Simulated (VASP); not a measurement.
Here is a VASP 6.6.1 calculation.

File INCAR:

```
  PREC = Accurate
  ENCUT = 520
  EDIFF = 1E-6
  ISMEAR = -1
  SIGMA = 0.05
  LREAL = F
  LASPH = T
  NELM = 80
  ALGO = Normal
  ISIF = 2
  LWAVE = F
  LCHARG = T
  GGA = PE
  LELF = T
  LVHAR = T
  NBANDS = 15
```

The input KPOINTS:

```
Automatic mesh
0
Gamma
  10 10 8
```

File POSCAR:

```
HfB2
1.0
    3.1254277859      0.0000000000      0.0000000000
   -1.5627138929      2.7066998603      0.0000000000
    0.0000000000      0.0000000000      3.4644276704
Hf B
1 2
Direct
    0.0000000000      0.0000000000      0.0000000000
    0.6666666667      0.3333333333      0.5000000000
    0.3333333333      0.6666666667      0.5000000000
```

Potentials or basis: VASP PAW PBE potentials, release 64 (Hf_pv, B).

Command:

```bash
$ cat potpaw_PBE.64/Hf_pv/POTCAR potpaw_PBE.64/B/POTCAR > POTCAR
$ mpirun -np 1 vasp_std > vasp.out
```

(1) Predict the band gap on the k mesh.

(2) Estimate the pressure.

## Answers

(1) zero (band 8 reaches 8.38 eV, above the bottom of band 9 at 7.53 eV).

(2) 4.7 GPa.

Caveat: spin-orbit coupling is left out, which moves the levels of the heavy elements.
